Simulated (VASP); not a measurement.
Runs of VASP 6.6.1 on CaZr2N3. The structure is that of space group P6/mmm (No. 191), or close to it. The cells are those of the table. The cell was generated, and may not be a known phase.

```tsv
task	cell	k mesh	cutoff (eV)	gap on the mesh (eV)	pressure (GPa)	relaxed volume (Å³/atom)
relaxation of cell and atoms	relaxed from a = 5.784, b = 5.784, c = 2.968 Å, angles 90.0, 90.0, 120.0°, 6 atoms	6 × 6 × 12	600	none	0.1	14.34
single point	a = 5.132, b = 5.132, c = 3.982 Å, angles 90.0, 90.0, 120.0°, 6 atoms	6 × 6 × 4	520	none	-8.8	-
single point	a = 5.778, b = 5.778, c = 2.974 Å, angles 90.0, 90.0, 120.0°, 6 atoms	6 × 6 × 12	520	none	0.2	-
single point	a = 5.774, b = 5.774, c = 2.978 Å, angles 90.0, 90.0, 120.0°, 6 atoms	6 × 6 × 4	520	none	0.2	-
single point	a = 5.784, b = 5.784, c = 2.968 Å, angles 90.0, 90.0, 120.0°, 6 atoms	3 × 3 × 6	520	none	0.1	-
relaxation of cell and atoms	relaxed from a = 5.132, b = 5.132, c = 3.982 Å, angles 90.0, 90.0, 120.0°, 6 atoms	6 × 6 × 4	600	none	-0.1	(a)
relaxation of cell and atoms	relaxed from a = 5.774, b = 5.774, c = 2.978 Å, angles 90.0, 90.0, 120.0°, 6 atoms	3 × 3 × 6	600	none	0.2	14.31
```

Alike in all rows: level PBE; potentials or basis VASP PAW PBE potentials, release 64 (Ca_sv, Zr_sv, N); no spin polarisation; smearing gaussian 0.1 eV.

Task: Fill in the values left out.

Result: (a) 14.35.

Caveats: some runs use coarse meshes; an odd number of electrons without spin polarisation forces a metal; a magnetic or distorted state may lie lower; a cell axis changed by over 15 % at a fixed basis, so the end point is rough (at least some runs).

A k mesh can miss the band edges, and the runs leave out spin-orbit coupling on Zr.

A gap of «none» marks levels without a gap at the run's occupations.
